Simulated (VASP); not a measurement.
# Sb (I4/mmm) in VASP: notebook

Aim: see how the results for Sb move with the level of theory and the settings. Levels: PBEsol, HSE06. Tasks: single point.

All numbers are computed with VASP 6.6.1; they aren't measurements. Logs are shortened: lines on timing, memory, paths and dates and some standing lists are left out, and cuts for length are marked.

## (1) The cell of the first run

The structure is tetragonal, space group I4/mmm (No. 139). The conventional cell has a = 3.153 Å, b = 3.153 Å, c = 5.424 Å, α = 90.00°, β = 90.00°, γ = 90.00°. Within 4.1 Å of Sb (site symmetry 4/mmm) lie 12 Sb at 3.15 to 3.51 Å.

## (2) Single point, PBEsol, non-collinear spin, zero start, spin-orbit coupling

INCAR reads:

```
PREC     = Accurate       # precision mode
ENCUT    = 520            # plane-wave cutoff, eV
EDIFF    = 1E-7           # SCF threshold, eV
ISMEAR   = -1             # smearing method
SIGMA    = 0.05           # smearing width, eV
LREAL    = False          # projectors in reciprocal space
LASPH    = True           # aspherical terms in the spheres
NELM     = 150            # most SCF steps
ALGO     = Normal         # electronic algorithm
ISIF     = 2              # what is computed and relaxed
LWAVE    = False          # write WAVECAR
LCHARG   = False          # write CHGCAR
LNONCOLLINEAR= True           # non-collinear magnetism
MAGMOM   = 0 0 0          # initial moments
LORBIT   = 11             # projections on sites
LSORBIT  = True           # spin-orbit coupling
GGA_COMPAT= False        
LORBMOM  = True         
GGA      = PS             # functional
NBANDS   = 16             # bands
```

KPOINTS reads:

```
regular mesh
0
Gamma
  12 12 12
```

POSCAR reads:

```
Sb
1.0
   -1.5765401831      1.5765401831      2.7119384313
    1.5765401831     -1.5765401831      2.7119384313
    1.5765401831      1.5765401831     -2.7119384313
Sb
1
Direct
    0.0000000000      0.0000000000      0.0000000000
```

Potentials or basis: VASP PAW PBE potentials, release 64 (Sb).

Command:

```bash
cat potpaw_PBE.64/Sb/POTCAR > POTCAR
mpirun -np 1 vasp_ncl > vasp.out
```

OUTCAR:

```text
PREC = Accurate
   ENCUT = 520
   EDIFF = 1E-7
   ISMEAR = -1
   LREAL = False
   LASPH = True
   NELM = 150
   ISIF = 2
   LNONCOLLINEAR = True
   LORBIT = 11
   LSORBIT = True
   GGA = PS

 ion  position               nearest neighbor table
   1  0.000  0.000  0.000-

  LATTYP: Found a body centered tetragonal cell.
 ALAT       =     3.1530803662
 C/A-ratio  =     1.7201835135

  Lattice vectors:

 A1 = (  -1.5765401831,   1.5765401831,   2.7119384313)
 A2 = (   1.5765401831,  -1.5765401831,   2.7119384313)
 A3 = (   1.5765401831,   1.5765401831,  -2.7119384313)

Analysis of symmetry for initial positions (statically):
=====================================================================
 Subroutine PRICEL returns:
 Original cell was already a primitive cell.

 Routine SETGRP: Setting up the symmetry group for a
 body centered tetragonal supercell.

 Subroutine GETGRP returns: Found 16 space group operations
 (whereof 16 operations were pure point group operations)
 out of a pool of 16 trial point group operations.

The static configuration has the point symmetry D_4h.

Analysis of symmetry for dynamics (positions and initial velocities):
=====================================================================
 Subroutine PRICEL returns:
 Original cell was already a primitive cell.

 Routine SETGRP: Setting up the symmetry group for a
 body centered tetragonal supercell.

 Subroutine GETGRP returns: Found 16 space group operations
 (whereof 16 operations were pure point group operations)
 out of a pool of 16 trial point group operations.

The dynamic configuration has the point symmetry D_4h.

Analysis of structural, dynamic, and magnetic symmetry:
=====================================================================
 Subroutine PRICEL returns:
 Original cell was already a primitive cell.

 Routine SETGRP: Setting up the symmetry group for a
 body centered tetragonal supercell.

 Subroutine GETGRP returns: Found 16 space group operations
 (whereof 16 operations were pure point group operations)
 out of a pool of 16 trial point group operations.

The overall configuration has the point symmetry D_4h.

 Subroutine INISYM returns: Found 16 space group operations
 (whereof 16 operations are pure point group operations),
 and found     1 'primitive' translations

----------------------------------------------------------------------------------------

                                     Primitive cell

  volume of cell :      26.9619

  direct lattice vectors                    reciprocal lattice vectors
    -1.576540183  1.576540183  2.711938431     0.000000000  0.317150178  0.184369967
     1.576540183 -1.576540183  2.711938431     0.317150178  0.000000000  0.184369967
     1.576540183  1.576540183 -2.711938431     0.317150178  0.317150178  0.000000000

  length of vectors
     3.510778824  3.510778824  3.510778824     0.366846726  0.366846726  0.448518083

  position of ions in fractional coordinates (direct lattice)
     0.000000000  0.000000000  0.000000000

  ion indices of the primitive-cell ions
   primitive index   ion index
                 1           1

----------------------------------------------------------------------------------------

 KPOINTS: regular mesh

Automatic generation of k-mesh.
 Grid dimensions read from file:
 generate k-points for:   12   12   12

 Generating k-lattice:

  Cartesian coordinates                     Fractional coordinates (reciprocal lattice)
     0.000000000  0.026429182  0.015364164     0.083333333 -0.000000000  0.000000000
     0.026429182  0.000000000  0.015364164    -0.000000000  0.083333333  0.000000000
     0.026429182  0.026429182  0.000000000     0.000000000  0.000000000  0.083333333

  Length of vectors
     0.030570561  0.030570561  0.037376507

  Shift w.r.t. Gamma in fractional coordinates (k-lattice)
     0.000000000  0.000000000  0.000000000

 Subroutine IBZKPT returns following result:
 ===========================================

 Found    163 irreducible k-points:

 Following reciprocal coordinates:
            Coordinates               Weight
[... 39 lines left out ...]
   LSORBIT =      T    spin-orbit coupling
   LASPH  =      T    aspherical Exc in radial PAW
   ENCUT  =  520.0 eV  38.22 Ry    6.18 a.u.   6.53  6.53  6.53*2*pi/ulx,y,z
   NELM   =    150;   NELMIN=  2; NELMDL= -5     # of ELM steps
   EDIFF  = 0.1E-06   stopping-criterion for ELM
   LREAL  =      F    real-space projection
   EDIFFG = 0.1E-05   stopping-criterion for IOM
   NSW    =      0    number of steps for IOM
   IBRION =     -1    ionic relax: 0-MD 1-quasi-New 2-CG
   NFREE  =      0    steps in history (QN), initial steepest desc. (CG)
   ISIF   =      2    stress and relaxation
   ISYM   =      2    0-nonsym 1-usesym 2-fastsym
   POTIM  = 0.5000    time-step for ionic-motion
   TEBEG  =    0.0;   TEEND  =   0.0 temperature during run
   PSTRESS=    0.0 pullay stress
   NELECT =       5.0000    total number of electrons
   NUPDOWN=      -1.0000    fix difference up-down
   EMIN   =  10.00;   EMAX   =-10.00  energy-range for DOS
   EFERMI =   0.00;   METHOD = LEGACY
   ISMEAR =    -1;   SIGMA  =   0.05  broadening in eV -4-tet -1-fermi 0-gaus
   EFERMI_NEDOS =   21; number of points for ismear=-14 and -15
   IALGO  =     38    algorithm
   IMIX   =      4    mixing-type and parameters
     AMIX     =   0.40;   BMIX     =  1.00
     AMIX_MAG =   1.60;   BMIX_MAG =  1.00
  volume/ion in A,a.u.               =      26.96       181.95
  Fermi-wavevector in a.u.,A,eV,Ry     =   0.933573  1.764197 11.858269  0.871558
  Thomas-Fermi vector in A             =   2.060288
   LORBIT       =     11    0 simple, 1 ext, 2 COOP (PROOUT), +10 PAW based schemes
   GGA     = PS    functional components
   LHFCALC =     F    Hartree Fock is set to
   AEXX    =    0.0000 exact exchange contribution
   IVDW    =     0    specifies the selected vdW correction
   LEPSILON=     F    determine dielectric tensor
   LRPA    =     F    only Hartree local field effects (RPA)
  energy-cutoff  :      520.00
  volume of cell :       26.96
 maximum number of plane-waves:      1496
 NGX is ok and might be reduce to    28
   NGX = 13   NGY = 13   NGZ = 13

 number of electron       5.0000000 magnetization       0.0000000      0.0000000      0.0000000

 number of electron       5.0000000 magnetization      -0.0000000     -0.0000000     -0.0000000

 Free energy of the ion-electron system (eV)
  ---------------------------------------------------
  ext. energy  EPLUGINS =         0.00000000
  ---------------------------------------------------
  free energy    TOTEN  =        -4.38471954 eV

  energy without entropy =       -4.37898355  energy(sigma->0) =       -4.38185154

 E-fermi :   8.3573     XC(G=0): -10.3143

 val. band max:        8.3516647283   @ k =  -0.3333   0.3333   0.0000
 cond. band min:       8.3623096661   @ k =   0.3333   0.1667   0.0833
 fundamental gap:      0.0106449378
 Fermi energy:         8.3572875636

 k-point     1 :       0.0000    0.0000    0.0000
  band No.  band energies     occupation
      1      -4.5883      1.00000
      2      -4.5883      1.00000
      3      12.6000      0.00000
      4      12.6000      0.00000
      5      13.8025      0.00000
      6      13.8025      0.00000
[... 433 lines left out ...]
      3       4.7306      1.00000
      4       4.7306      1.00000
      5       9.6185      0.00000
      6       9.6185      0.00000
[... 8 lines left out ...]
     15      22.1512      0.00000
     16      22.1512      0.00000

 [... further k-points ...]
[... 5 lines left out ...]
  --------------------------------------------------------------------------------------
  -------------------------------------------------------------------------------------
  Total       -0.1468495     -0.1468495     -0.2580548      0.0000000     -0.0000000      0.0000000
  in kB       -8.7263594     -8.7263594    -15.3346076      0.0000000     -0.0000000      0.0000000
  external PRESSURE =     -10.9291088 kB  Pullay stress =       0.0000000 kB

 VOLUME and BASIS-vectors are now :
 -----------------------------------------------------------------------------
  energy-cutoff  :      520.00
  volume of cell :       26.96
      direct lattice vectors                 reciprocal lattice vectors
    -1.576540183  1.576540183  2.711938431     0.000000000  0.317150178  0.184369967
     1.576540183 -1.576540183  2.711938431     0.317150178  0.000000000  0.184369967
     1.576540183  1.576540183 -2.711938431     0.317150178  0.317150178  0.000000000

 POSITION                                       TOTAL-FORCE (eV/Angst)
 -----------------------------------------------------------------------------------
      0.00000      0.00000      0.00000         0.000000     -0.000000      0.000000
 -----------------------------------------------------------------------------------
    total drift:                               -0.000000      0.000000      0.000000

  FREE ENERGIE OF THE ION-ELECTRON SYSTEM (eV)
  ---------------------------------------------------
  free  energy   TOTEN  =        -4.3847195417 eV

  energy  without entropy=       -4.3789835455  energy(sigma->0) =       -4.38185154

 orbital moment (x)

 # of ion     p       d       tot
 ----------------------------------------
  1        -0.000   0.000  -0.000
 ----------------------------------------
           -0.000   0.000  -0.000

 orbital moment (y)

 # of ion     p       d       tot
 ----------------------------------------
  1         0.000  -0.000   0.000
 ----------------------------------------
            0.000  -0.000   0.000

 orbital moment (z)

 # of ion     p       d       tot
 ----------------------------------------
  1         0.000  -0.000  -0.000
 ----------------------------------------
            0.000  -0.000  -0.000

 Spin-Orbit-Coupling matrix elements

 Ion:    1  E_soc:     -0.1416495
 l=   1
     0.0000000    -0.0238929    -0.0223639
    -0.0238929     0.0000000    -0.0238929
    -0.0223639    -0.0238929     0.0000000
 l=   2
     0.0000000    -0.0000331     0.0000000    -0.0000331    -0.0001644
    -0.0000331     0.0000000    -0.0001345    -0.0000515    -0.0000620
     0.0000000    -0.0001345     0.0000000    -0.0001345     0.0000000
    -0.0000331    -0.0000515    -0.0001345     0.0000000    -0.0000620
    -0.0001644    -0.0000620     0.0000000    -0.0000620     0.0000000
 l=   3
     0.0000000     0.0000000     0.0000000     0.0000000     0.0000000     0.0000000     0.0000000
     0.0000000     0.0000000     0.0000000     0.0000000     0.0000000     0.0000000     0.0000000
     0.0000000     0.0000000     0.0000000     0.0000000     0.0000000     0.0000000     0.0000000
     0.0000000     0.0000000     0.0000000     0.0000000     0.0000000     0.0000000     0.0000000
     0.0000000     0.0000000     0.0000000     0.0000000     0.0000000     0.0000000     0.0000000
     0.0000000     0.0000000     0.0000000     0.0000000     0.0000000     0.0000000     0.0000000
     0.0000000     0.0000000     0.0000000     0.0000000     0.0000000     0.0000000     0.0000000

 total charge

# of ion       s       p       d       tot
------------------------------------------
    1        1.249   1.052   0.040   2.342

 magnetization (x)

# of ion       s       p       d       tot
------------------------------------------
    1        0.000  -0.000   0.000  -0.000

 magnetization (y)

# of ion       s       p       d       tot
------------------------------------------
    1        0.000   0.000   0.000   0.000

 magnetization (z)

# of ion       s       p       d       tot
------------------------------------------
    1        0.000   0.000  -0.000   0.000
```

Run time: 3.8 min. Hardware: 1 thread of Intel Xeon 8259CL, shared host; peak memory 0.3 GiB.

Results:

| Item | Value |
| --- | --- |
| Free energy | -4.3847 eV |
| Pressure | -1.1 GPa |
| Net moment | 0.00 μB per cell |
| Valence electrons inside the program's atomic spheres | Sb 2.34 |

Stress tensor (GPa, compression positive):
```
-0.87  0.00  0.00
 0.00 -0.87  0.00
 0.00  0.00 -1.53
```

Moments on the atoms (μB; x, y, z):
```
Sb  0.00 0.00 0.00
```

Caveat: the PAW data sets were made with another functional, which shifts forces and pressure a little.

## (3) Single point, HSE06

This run uses another cell than the first one, of 27.50 Å³/atom.

POSCAR reads:

```
Sb
1.0
   -1.5869811508      1.5869811508      2.7298988119
    1.5869811508     -1.5869811508      2.7298988119
    1.5869811508      1.5869811508     -2.7298988119
Sb
1
Direct
    0.0000000000      0.0000000000      0.0000000000
```

INCAR.step1 reads:

```
ALGO = Normal ; EDIFF = 1E-5
ENCUT = 520 ; GGA = PE
ISIF = 2 ; ISMEAR = -1
LASPH = T ; LREAL = F
LWAVE = T ; NBANDS = 8
NELM = 100 ; PREC = Accurate
SIGMA = 0.05
```

INCAR.step2 reads:

```
ALGO = Normal ; EDIFF = 1E-6
ENCUT = 520 ; GGA = PE
HFSCREEN = 0.2079 ; ISIF = 2
ISMEAR = -1 ; ISTART = 1
LASPH = T ; LCHARG = T
LELF = T ; LHFCALC = T
LREAL = F ; LVHAR = T
LWAVE = F ; NBANDS = 8
NELM = 100 ; PREC = Accurate
PRECFOCK = Normal ; SIGMA = 0.05
```

KPOINTS reads:

```
k-points
0
Gamma
  8 8 8
```

Potentials or basis: VASP PAW PBE potentials, release 64 (Sb).

Command:

```bash
cat potpaw_PBE.64/Sb/POTCAR > POTCAR
cp INCAR.step1 INCAR
mpirun -np 1 vasp_std > vasp.out
cp INCAR.step2 INCAR
mpirun -np 1 vasp_std > vasp.out
```

OUTCAR:

```text
EDIFF = 1E-6
   ENCUT = 520
   GGA = PE
   HFSCREEN = 0.2079
   ISIF = 2
   ISMEAR = -1
   ISTART = 1
   LASPH = T
   LHFCALC = T
   LREAL = F
   NELM = 100
   PREC = Accurate
   PRECFOCK = Normal

 ion  position               nearest neighbor table
   1  0.000  0.000  0.000-

  LATTYP: Found a body centered tetragonal cell.
 ALAT       =     3.1739623016
 C/A-ratio  =     1.7201835135

  Lattice vectors:

 A1 = (  -1.5869811508,   1.5869811508,   2.7298988119)
 A2 = (   1.5869811508,  -1.5869811508,   2.7298988119)
 A3 = (   1.5869811508,   1.5869811508,  -2.7298988119)

Analysis of symmetry for initial positions (statically):
=====================================================================
 Subroutine PRICEL returns:
 Original cell was already a primitive cell.

 Routine SETGRP: Setting up the symmetry group for a
 body centered tetragonal supercell.

 Subroutine GETGRP returns: Found 16 space group operations
[... 165 lines left out ...]
  ext. energy  EPLUGINS =         0.00000000
  ---------------------------------------------------
  free energy    TOTEN  =        -4.66252969 eV

  energy without entropy =       -4.65579011  energy(sigma->0) =       -4.65915990

 E-fermi :   8.3133     XC(G=0):  -8.4197

 val. band max:        8.2990707728   @ k =  -0.3750   0.5000   0.3750
 cond. band min:       8.3573070188   @ k =   0.2500   0.1250   0.1250
 fundamental gap:      0.0582362460
 Fermi energy:         8.3133209368

 k-point     1 :       0.0000    0.0000    0.0000
  band No.  band energies     occupation
      1      -6.1602      2.00000
      2      13.2475      0.00000
      3      14.0972      0.00000
      4      14.0972      0.00000
      5      17.9954      0.00000
      6      19.3458      0.00000
      7      19.4789      0.00000
      8      19.6134      0.00000
[... 243 lines left out ...]
 k-point    24 :       0.3750    0.1250    0.1250
  band No.  band energies     occupation
      1      -1.0098      2.00000
      2       2.6647      2.00000
      3       8.7081      0.00074
      4       9.8069      0.00000
      5      14.7850      0.00000
      6      15.4924      0.00000
      7      20.9657      0.00000
      8      22.0625      0.00000

 [... further k-points ...]
[... 5 lines left out ...]
  --------------------------------------------------------------------------------------
  -------------------------------------------------------------------------------------
  Total       -0.6084346     -0.6084346     -0.1461328      0.0000000      0.0000000      0.0000000
  in kB      -35.4465845    -35.4465845     -8.5134997      0.0000000      0.0000000      0.0000000
  external PRESSURE =     -26.4688896 kB  Pullay stress =       0.0000000 kB

 VOLUME and BASIS-vectors are now :
 -----------------------------------------------------------------------------
  energy-cutoff  :      520.00
  volume of cell :       27.50
      direct lattice vectors                 reciprocal lattice vectors
    -1.586981151  1.586981151  2.729898812     0.000000000  0.315063603  0.183156972
     1.586981151 -1.586981151  2.729898812     0.315063603  0.000000000  0.183156972
     1.586981151  1.586981151 -2.729898812     0.315063603  0.315063603  0.000000000

 POSITION                                       TOTAL-FORCE (eV/Angst)
 -----------------------------------------------------------------------------------
      0.00000      0.00000      0.00000         0.000000      0.000000      0.000000
 -----------------------------------------------------------------------------------
    total drift:                                0.000000     -0.000000     -0.000000

  FREE ENERGIE OF THE ION-ELECTRON SYSTEM (eV)
  ---------------------------------------------------
  free  energy   TOTEN  =        -4.6625296885 eV

  energy  without entropy=       -4.6557901085  energy(sigma->0) =       -4.65915990
```

OSZICAR.step1:

```text
N       E                     dE             d eps       ncg     rms          rms(c)
DAV:   1     0.485960874148E+01    0.48596E+01   -0.16800E+03   960   0.415E+02
DAV:   2    -0.374627798729E+01   -0.86059E+01   -0.81833E+01  1320   0.519E+01
DAV:   3    -0.384127658984E+01   -0.94999E-01   -0.94889E-01  1136   0.617E+00
DAV:   4    -0.384153737868E+01   -0.26079E-03   -0.26079E-03  1536   0.391E-01
DAV:   5    -0.384153800960E+01   -0.63091E-06   -0.63113E-06  1152   0.105E-02    0.170E+00
DAV:   6    -0.383860455297E+01    0.29335E-02   -0.20241E-03  1152   0.236E-01    0.971E-01
DAV:   7    -0.383708483090E+01    0.15197E-02   -0.42886E-03  1064   0.344E-01    0.591E-02
DAV:   8    -0.383710135445E+01   -0.16524E-04   -0.68765E-05  1344   0.624E-02    0.558E-03
DAV:   9    -0.383710170617E+01   -0.35172E-06   -0.82980E-07  1000   0.702E-03
   1 F= -.38371017E+01 E0= -.38332998E+01  d E =-.760380E-02
```

Run time: 23 min. Hardware: 1 thread of Intel Xeon 6975P-C (Granite Rapids), shared host; peak memory 0.28 GiB.

Results:

| Quantity | Value |
| --- | --- |
| Free energy | -4.6625 eV |
| Pressure | -2.6 GPa |
| Band gap on the k mesh | zero (an odd number of electrons rules out a gap without spin polarisation) |

Levels at points of the mesh, in eV from the Fermi level:
| k point | band 1 | band 2 | band 3 | band 4 | band 5 | band 6 |
| --- | --- | --- | --- | --- | --- | --- |
| (0.00, 0.00, 0.00) | -14.47 | 4.93 | 5.78 | 5.78 | 9.68 | 11.03 |
| (0.50, 0.00, 0.00) | -10.29 | -6.66 | 1.80 | 5.71 | 6.36 | 10.55 |
| (0.50, 0.50, 0.00) | -7.54 | -5.13 | -1.39 | 0.58 | 3.63 | 4.55 |
| (0.50, 0.50, 0.50) | -10.46 | -6.52 | 2.23 | 2.23 | 6.08 | 6.38 |

Caveat: the PAW data sets were made with another functional, which shifts forces and pressure a little; spin-orbit coupling is left out, which moves the levels of the heavy elements.

(Part 1 of 2 ends here.)

The gap in the log of VASP goes by the Fermi energy; the results here count the filled bands.